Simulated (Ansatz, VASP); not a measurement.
One calculation of Li, two programs

```xyz
1
Lattice="0.0000 2.2107 2.2107 2.2107 0.0000 2.2107 2.2107 2.2107 0.0000" Properties=species:S:1:pos:R:3 pbc="T T T"
Li    0.0000    0.0000    0.0000
```

Alike in both runs: task relaxation of cell and atoms; functional r2SCAN; k mesh 12 × 12 × 12; occupations fermi-dirac, width 0.1 eV; no spin polarisation.

|  | VASP | Ansatz |
| --- | --- | --- |
| version | VASP 6.6.1 | Ansatz 0.2.0 |
| potentials or method | VASP PAW PBE potentials, release 64 (Li_sv), cutoff 830 eV | plane waves (500 eV) with PAW, scalar-relativistic |
| valence electrons in the cell | 3 | 3 |

|  | VASP | Ansatz | Ansatz less VASP |
| --- | --- | --- | --- |
| relaxed volume (Å³/atom) | 20.35 | 20.98 | +0.625 |
| relaxed length of the cell vector where the two differ most in proportion (Å) | 3.065 | 3.096 | +0.0310 |

VASP's potentials were made for PBE, not for r2SCAN.
